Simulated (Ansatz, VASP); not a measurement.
## Mo in VASP and in Ansatz

```
CELL_PARAMETERS angstrom
-1.58039 1.58039 1.58039
1.58039 -1.58039 1.58039
1.58039 1.58039 -1.58039
ATOMIC_POSITIONS crystal
Mo 0.00000 0.00000 0.00000
```

Alike in both runs: functional PBE; k mesh 24 × 24 × 24; no spin polarisation.

Ansatz relaxed the structure, and its values are those at the end. VASP's run is a single point on that final structure, the one shown.

|  | VASP | Ansatz |
| --- | --- | --- |
| version | VASP 6.6.1 | Ansatz 0.2.0 |
| potentials or method | VASP PAW PBE potentials, release 64 (Mo_sv) | plane-wave PAW, scalar-relativistic |
| plane-wave cutoff (eV) | 520 | 420 |
| occupations | methfessel-paxton of order 1, width 0.1 eV | cold, width 0.1 eV |
| valence electrons in the cell | 14 | 14 |

|  | VASP | Ansatz | Ansatz less VASP |
| --- | --- | --- | --- |
| pressure (GPa) | 0.5 | 0.0 | -0.50 |
